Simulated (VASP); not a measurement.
# GaN (P6_3mc) in VASP: a series of runs

GaN is run at these levels: r2SCAN; tasks: relaxation of cell and atoms, single point.

Everything below comes from runs of VASP 6.6.1. Logs are shortened: lines on timing, memory, paths and dates and some standing lists are left out, and cuts for length are marked.

## Step 1: The cell of the first run

The structure is hexagonal, space group P6_3mc (No. 186). The conventional cell has a = 3.183 Å, b = 3.183 Å, c = 5.184 Å, α = 90.00°, β = 90.00°, γ = 120.00°. Within 2.6 Å of Ga (site symmetry 3m) lie 4 N at 1.95 Å. Within 2.6 Å of N (site symmetry 3m) lie 4 Ga at 1.95 Å.

## Step 2: Relaxation of cell and atoms, r2SCAN, target pressure -2 GPa, at which the enthalpy is minimised

POSCAR

```
GaN
1.0
    3.1831025598      0.0000000000      0.0000000000
   -1.5915512799      2.7566476796      0.0000000000
    0.0000000000      0.0000000000      5.1835786652
Ga N
2 2
Direct
    0.3333333333      0.6666666667     -0.0008903619
    0.6666666667      0.3333333333      0.4991096381
    0.3333333333      0.6666666667      0.3758903619
    0.6666666667      0.3333333333      0.8758903619
```

INCAR.step1

```
SYSTEM = GaN
ALGO = Normal
EDIFF = 1E-4
ENCUT = 600
GGA = PE
ISMEAR = 0
LASPH = .True.
LCHARG = .False.
LREAL = .False.
LWAVE = .True.
NELM = 100
PREC = Accurate
SIGMA = 0.01
```

INCAR.step2

```
SYSTEM = GaN
ALGO = Normal
EDIFF = 1E-6
EDIFFG = -0.002
ENCUT = 600
IBRION = 2
ISIF = 3
ISMEAR = 0
ISTART = 1
LASPH = .True.
LCHARG = .False.
LMIXTAU = .True.
LREAL = .False.
LWAVE = .False.
METAGGA = R2SCAN
NELM = 100
NSW = 100
PREC = Accurate
PSTRESS = -20.0
SIGMA = 0.01
```

KPOINTS

```
k-points
0
Gamma
  8 8 4
  0 0 0
```

Potentials or basis: VASP PAW PBE potentials, release 64 (Ga_d, N).

Started as:

```
> cat potpaw_PBE.64/Ga_d/POTCAR potpaw_PBE.64/N/POTCAR > POTCAR
> cp INCAR.step1 INCAR
> mpirun -np 1 vasp_std > vasp.out
> cp INCAR.step2 INCAR
> mpirun -np 1 vasp_std > vasp.out
```

OUTCAR:

```text
SYSTEM = GaN
   EDIFF = 1E-6
   EDIFFG = -0.002
   ENCUT = 600
   IBRION = 2
   ISIF = 3
   ISMEAR = 0
   ISTART = 1
   LASPH = .True.
   LREAL = .False.
   METAGGA = R2SCAN
   NELM = 100
   NSW = 100
   PREC = Accurate
   PSTRESS = -20.0

 ion  position               nearest neighbor table
   1  0.333  0.667  0.999-   4 1.95   4 1.95   4 1.95   3 1.95
   2  0.667  0.333  0.499-   3 1.95   3 1.95   3 1.95   4 1.95
   3  0.333  0.667  0.376-   2 1.95   2 1.95   2 1.95   1 1.95
   4  0.667  0.333  0.876-   1 1.95   1 1.95   1 1.95   2 1.95

  LATTYP: Found a hexagonal cell.
 ALAT       =     3.1831025598
 C/A-ratio  =     1.6284673735

  Lattice vectors:

 A1 = (   3.1831025598,   0.0000000000,   0.0000000000)
 A2 = (  -1.5915512799,   2.7566476796,   0.0000000000)
 A3 = (   0.0000000000,   0.0000000000,   5.1835786652)

Analysis of symmetry for initial positions (statically):
=====================================================================
 Subroutine PRICEL returns:
 Original cell was already a primitive cell.

 Routine SETGRP: Setting up the symmetry group for a
 hexagonal supercell.

 Subroutine GETGRP returns: Found 12 space group operations
 (whereof  6 operations were pure point group operations)
 out of a pool of 24 trial point group operations.

The static configuration has the point symmetry C_3v.
 The point group associated with its full space group is C_6v.

Analysis of symmetry for dynamics (positions and initial velocities):
=====================================================================
 Subroutine PRICEL returns:
 Original cell was already a primitive cell.

 Routine SETGRP: Setting up the symmetry group for a
 hexagonal supercell.

 Subroutine GETGRP returns: Found 12 space group operations
 (whereof  6 operations were pure point group operations)
 out of a pool of 24 trial point group operations.

The dynamic configuration has the point symmetry C_3v.
 The point group associated with its full space group is C_6v.

 Subroutine INISYM returns: Found 12 space group operations
 (whereof  6 operations are pure point group operations),
 and found     1 'primitive' translations

[... 106 lines left out ...]
   POTIM  = 0.5000    time-step for ionic-motion
   TEBEG  =    0.0;   TEEND  =   0.0 temperature during run
   PSTRESS=  -20.0 pullay stress
   NELECT =      36.0000    total number of electrons
   NUPDOWN=      -1.0000    fix difference up-down
   EMIN   =  10.00;   EMAX   =-10.00  energy-range for DOS
   EFERMI =   0.00;   METHOD = LEGACY
   ISMEAR =     0;   SIGMA  =   0.01  broadening in eV -4-tet -1-fermi 0-gaus
   EFERMI_NEDOS =   21; number of points for ismear=-14 and -15
   IALGO  =     38    algorithm
   IMIX   =      4    mixing-type and parameters
     AMIX     =   0.40;   BMIX     =  1.00
     AMIX_MAG =   1.60;   BMIX_MAG =  1.00
  volume/ion in A,a.u.               =      11.37        76.74
  Fermi-wavevector in a.u.,A,eV,Ry     =   1.514334  2.861677 31.201000  2.293209
  Thomas-Fermi vector in A             =   2.624006
   LORBIT       =      0    0 simple, 1 ext, 2 COOP (PROOUT), +10 PAW based schemes
   METAGGA = R2SCAN    functional components
   LHFCALC =     F    Hartree Fock is set to
   AEXX    =    0.0000 exact exchange contribution
   IVDW    =     0    specifies the selected vdW correction
   LEPSILON=     F    determine dielectric tensor
   LRPA    =     F    only Hartree local field effects (RPA)
 conjugate gradient relaxation of ions
 non-spin polarized calculation
 Gauss-broadening in eV      SIGMA  =   0.01
  energy-cutoff  :      600.00
  volume of cell :       45.48
 maximum number of plane-waves:      1538
 NGX is ok and might be reduce to    28
   NGX = 13   NGY = 13   NGZ = 21

--------------------------------------- Ionic step        1  -------------------------------------------

 number of electron      35.9999996 magnetization

 Free energy of the ion-electron system (eV)
  ---------------------------------------------------
  ext. energy  EPLUGINS =         0.00000000
  ---------------------------------------------------
  free energy    TOTEN  =       -43.82212302 eV

  energy without entropy =      -43.82212302  energy(sigma->0) =      -43.82212302

------------------------ aborting loop because EDIFF is reached ----------------------------------------

  FORCE on cell =-STRESS in cart. coord.  units (eV):
  Direction    XX          YY          ZZ          XY          YZ          ZX
  --------------------------------------------------------------------------------------
  -------------------------------------------------------------------------------------
  Total        0.3036638      0.3036638      0.3260280      0.0000000      0.0000000      0.0000000
  in kB       10.6965074     10.6965074     11.4842840      0.0000000      0.0000000      0.0000000
  external PRESSURE =      30.9590996 kB  Pullay stress =     -20.0000000 kB
[... 103 lines left out ...]
  energy  without entropy=      -43.8199630843  energy(sigma->0) =      -43.81996308

  enthalpy is  TOTEN    =       -44.3968116305 eV   P V=       -0.5768485461

[... ionic steps 4 to 14 ...]

--------------------------------------- Ionic step       15  -------------------------------------------

 number of electron      35.9999999 magnetization

------------------------ aborting loop because EDIFF is reached ----------------------------------------
[... 75 lines left out ...]
--------------------------------------- Ionic step       17  -------------------------------------------

 number of electron      35.9999999 magnetization

 Free energy of the ion-electron system (eV)
  ---------------------------------------------------
  ext. energy  EPLUGINS =         0.00000000
  ---------------------------------------------------
  free energy    TOTEN  =       -43.81974674 eV

  energy without entropy =      -43.81974674  energy(sigma->0) =      -43.81974674

 E-fermi :   5.0361     XC(G=0): -12.5680

 val. band max:        4.9263324042   @ k =   0.0000   0.0000   0.0000
 cond. band min:       7.1574181516   @ k =   0.0000   0.0000   0.0000
 fundamental gap:      2.2310857474
 Fermi energy:         5.0360649842

 k-point     1 :       0.0000    0.0000    0.0000
  band No.  band energies     occupation
      1     -11.7469      2.00000
      2     -10.7909      2.00000
      3      -8.8934      2.00000
      4      -8.8789      2.00000
      5      -8.8789      2.00000
      6      -8.8139      2.00000
[... 589 lines left out ...]
     21      13.2910      0.00000
     22      13.2910      0.00000

 [... further k-points ...]
[... 5 lines left out ...]
  --------------------------------------------------------------------------------------
  -------------------------------------------------------------------------------------
  Total       -0.5758316     -0.5758316     -0.5700669      0.0000000      0.0000000      0.0000000
  in kB      -19.9572555    -19.9572555    -19.7574629      0.0000000      0.0000000      0.0000000
  external PRESSURE =       0.1093420 kB  Pullay stress =     -20.0000000 kB
[... 23 lines left out ...]
  energy  without entropy=      -43.8197467433  energy(sigma->0) =      -43.81974674

  enthalpy is  TOTEN    =       -44.3968116637 eV   P V=       -0.5770649204

 reached required accuracy - stopping structural energy minimisation
```

OUTCAR.step1:

```text
SYSTEM = GaN
   EDIFF = 1E-4
   ENCUT = 600
   GGA = PE
   ISMEAR = 0
   LASPH = .True.
   LREAL = .False.
   NELM = 100
[... 830 lines left out ...]
      1.59155      0.91888      2.58717         0.000000      0.000000      0.005500
     -0.00000      1.83777      1.94846         0.000000     -0.000000     -0.005500
      1.59155      0.91888      4.54025        -0.000000      0.000000     -0.005500
 -----------------------------------------------------------------------------------
    total drift:                               -0.000000     -0.000000      0.000655

  FREE ENERGIE OF THE ION-ELECTRON SYSTEM (eV)
  ---------------------------------------------------
  free  energy   TOTEN  =       -24.2996430471 eV

  energy  without entropy=      -24.2996430471  energy(sigma->0) =      -24.29964305
```

OSZICAR.step1:

```text
N       E                     dE             d eps       ncg     rms          rms(c)
DAV:   1     0.294725791405E+03    0.29473E+03   -0.20122E+04  1382   0.333E+03
DAV:   2     0.968149863142E+01   -0.28504E+03   -0.27614E+03  1442   0.562E+02
DAV:   3    -0.268695814182E+02   -0.36551E+02   -0.36221E+02  1568   0.164E+02
DAV:   4    -0.283066765368E+02   -0.14371E+01   -0.14337E+01  1816   0.350E+01
DAV:   5    -0.283325031947E+02   -0.25827E-01   -0.25814E-01  1536   0.412E+00    0.109E+01
DAV:   6    -0.241846012573E+02    0.41479E+01   -0.15244E+01  2380   0.588E+01    0.305E+00
DAV:   7    -0.243196584418E+02   -0.13506E+00   -0.18641E+00  1410   0.122E+01    0.270E+00
DAV:   8    -0.243225269571E+02   -0.28685E-02   -0.29387E-01  2056   0.911E+00    0.879E-01
DAV:   9    -0.242986449581E+02    0.23882E-01   -0.12081E-01  2358   0.611E+00    0.329E-01
DAV:  10    -0.242996804291E+02   -0.10355E-02   -0.67892E-03  1560   0.912E-01    0.131E-01
DAV:  11    -0.242996264570E+02    0.53972E-04   -0.14358E-03  1892   0.755E-01    0.211E-02
DAV:  12    -0.242996430471E+02   -0.16590E-04   -0.16436E-04  1188   0.114E-01
   1 F= -.24299643E+02 E0= -.24299643E+02  d E =-.872676E-57
```

Run time: 7.3 min. Hardware: 1 thread of Intel Xeon 6975P-C (Granite Rapids), shared host; peak memory 0.21 GiB.

Results:

- Free energy: -43.8197 eV
- Relaxed volume: 11.56 Å³/atom
- Relaxed cell: a = 3.200 Å, b = 3.200 Å, c = 5.212 Å, α = 90.00°, β = 90.00°, γ = 120.00°
- Space group after relaxing (to 0.05 Å): P6_3mc (No. 186)
- Energy change on relaxing (the enthalpy is what falls): +0.6 meV/atom
- Ionic steps: 17
- Pressure after relaxing: -2.0 GPa
- Band gap on the k mesh: 2.23 eV, direct

Step by step:
```
step  energy change (eV)  largest force (eV/Å)  pressure (GPa)  volume (Å³)
   1              0.0000                0.0001            1.10        45.48
   2              0.0179                0.0060           -4.79        46.95
   3              0.0022                0.0035           -1.83        46.21
   4              0.0027                0.0038           -2.12        46.25
   5              0.0025                0.0037           -1.91        46.23
   6              0.0025                0.0007           -2.06        46.24
   7              0.0025                0.0014           -2.06        46.24
   8              0.0024                0.0018           -1.97        46.23
   9              0.0024                0.0007           -2.03        46.23
  10              0.0024                0.0015           -2.04        46.23
  11              0.0024                0.0020           -2.03        46.23
  12              0.0024                0.0015           -2.03        46.23
  13              0.0024                0.0010           -2.03        46.23
  14              0.0024                0.0015           -2.03        46.23
  15              0.0024                0.0019           -2.03        46.23
  16              0.0023                0.0028           -1.95        46.23
  17              0.0024                0.0004           -1.99        46.23
```

Final structure:
```cif
data_structure
_symmetry_space_group_name_H-M 'P 1'
_symmetry_Int_Tables_number 1
_cell_length_a 3.2002
_cell_length_b 3.2002
_cell_length_c 5.2121
_cell_angle_alpha 90.000
_cell_angle_beta 90.000
_cell_angle_gamma 120.000
_cell_volume 46.23
loop_
_atom_site_label
_atom_site_type_symbol
_atom_site_fract_x
_atom_site_fract_y
_atom_site_fract_z
_atom_site_occupancy
Ga1 Ga 0.33333 0.66667 0.99909 1
Ga2 Ga 0.66667 0.33333 0.49909 1
N1 N 0.33333 0.66667 0.37591 1
N2 N 0.66667 0.33333 0.87591 1
```

Levels at points of the mesh, in eV from the valence-band top:
```
           k point  band 16  band 17  band 18  band 19  band 20  band 21
(0.00, 0.00, 0.00)    -0.03     0.00     0.00     2.23     4.70     9.86
(0.50, 0.00, 0.00)    -2.78    -2.19    -1.01     5.53     6.02     6.50
(0.00, 0.00, 0.50)    -0.54    -0.54    -0.54     4.66     4.66     9.09
(0.50, 0.00, 0.50)    -1.97    -1.92    -1.92     4.84     4.84     8.31
```

Caveat: the cell is relaxed towards a set pressure, so the enthalpy falls and the energy may rise; the PAW data sets were made with another functional, which shifts forces and pressure a little. r2SCAN opens gaps a little over a GGA but as a rule still falls short of measured ones.

## Step 3: Relaxation of cell and atoms, r2SCAN, target pressure 2 GPa, at which the enthalpy is minimised

POSCAR is that of step 2.

INCAR.step1

```
SYSTEM = GaN
PREC = Accurate ; ENCUT = 600
ISMEAR = 0 ; SIGMA = 0.01
LREAL = .FALSE. ; LASPH = .TRUE.
NELM = 80 ; GGA = PE
ALGO = Normal ; EDIFF = 1E-4
LWAVE = .TRUE. ; LCHARG = .FALSE.
```

INCAR.step2

```
SYSTEM = GaN
PREC = Accurate ; ENCUT = 600
EDIFF = 1E-6 ; ISMEAR = 0
SIGMA = 0.01 ; LREAL = .FALSE.
LASPH = .TRUE. ; NELM = 80
ALGO = Normal ; ISIF = 3
LWAVE = .FALSE. ; LCHARG = .FALSE.
METAGGA = R2SCAN ; LMIXTAU = .TRUE.
IBRION = 2 ; NSW = 100
EDIFFG = -0.002 ; PSTRESS = 20.0
ISTART = 1
```

KPOINTS

```
regular mesh
0
G
  8 8 4
  0 0 0
```

Potentials or basis: VASP PAW PBE potentials, release 64 (Ga_d, N).

Started as:

```
> cat potpaw_PBE.64/Ga_d/POTCAR potpaw_PBE.64/N/POTCAR > POTCAR
> cp INCAR.step1 INCAR
> mpirun -np 1 vasp_std > vasp.out
> cp INCAR.step2 INCAR
> mpirun -np 1 vasp_std > vasp.out
```

It took 8.8 min on 1 thread of Intel Xeon 6975P-C (Granite Rapids), shared host; peak memory 0.21 GiB.

The run converged. Its results:

```
Free energy                                            : -43.8202 eV
Relaxed volume                                         : 11.32 Å³/atom
Relaxed cell                                           : a = 3.178 Å, b = 3.178 Å, c = 5.177 Å, α = 90.00°, β = 90.00°, γ = 120.00°
Space group after relaxing (to 0.05 Å)                 : P6_3mc (No. 186)
Energy change on relaxing (the enthalpy is what falls) : +0.5 meV/atom
Ionic steps                                            : 20
Pressure after relaxing                                : 2.0 GPa
Band gap on the k mesh                                 : 2.37 eV, direct
```

Step by step:
| step | energy change (eV) | largest force (eV/Å) | pressure (GPa) | volume (Å³) |
| --- | --- | --- | --- | --- |
| 1 | 0.0000 | 0.0001 | 1.10 | 45.48 |
| 2 | 0.0053 | 0.0063 | 3.07 | 45.06 |
| 3 | 0.0020 | 0.0032 | 2.05 | 45.27 |
| 4 | 0.0019 | 0.0030 | 1.91 | 45.29 |
| 5 | 0.0020 | 0.0031 | 2.16 | 45.28 |
| 6 | 0.0012 | 0.0004 | 1.69 | 45.34 |
| 7 | 0.0018 | 0.0027 | 1.99 | 45.29 |
| 8 | 0.0018 | 0.0029 | 1.98 | 45.29 |
| 9 | 0.0019 | 0.0045 | 2.13 | 45.28 |
| 10 | 0.0018 | 0.0023 | 1.96 | 45.29 |
| 11 | 0.0019 | 0.0038 | 1.96 | 45.29 |
| 12 | 0.0019 | 0.0029 | 2.01 | 45.29 |
| 13 | 0.0019 | 0.0025 | 2.00 | 45.29 |
| 14 | 0.0019 | 0.0021 | 2.00 | 45.29 |
| 15 | 0.0019 | 0.0022 | 1.99 | 45.29 |
| 16 | 0.0019 | 0.0004 | 2.00 | 45.29 |
| 17 | 0.0019 | 0.0031 | 2.00 | 45.29 |
| 18 | 0.0019 | 0.0005 | 1.99 | 45.29 |
| 19 | 0.0019 | 0.0007 | 2.00 | 45.29 |
| 20 | 0.0019 | 0.0007 | 2.00 | 45.29 |

Final structure:
```
Ga N
1.0
     3.17822    0.00000    0.00000
    -1.58911    2.75242    0.00000
     0.00000    0.00000    5.17690
Ga N
2 2
Direct
  0.33333 0.66667 0.99914
  0.66667 0.33333 0.49914
  0.33333 0.66667 0.37586
  0.66667 0.33333 0.87586
```

Levels at points of the mesh, in eV from the valence-band top:
```
           k point  band 16  band 17  band 18  band 19  band 20  band 21
(0.00, 0.00, 0.00)    -0.04     0.00     0.00     2.37     4.85     9.98
(0.50, 0.00, 0.00)    -2.85    -2.25    -1.04     5.60     6.15     6.56
(0.00, 0.00, 0.50)    -0.55    -0.55    -0.55     4.80     4.80     9.20
(0.50, 0.00, 0.50)    -2.02    -1.96    -1.96     4.91     4.91     8.45
```

Caveat: the cell is relaxed towards a set pressure, so the enthalpy falls and the energy may rise; the PAW data sets were made with another functional, which shifts forces and pressure a little. r2SCAN opens gaps a little over a GGA but as a rule still falls short of measured ones.

(Continued in part 2 of 2.)
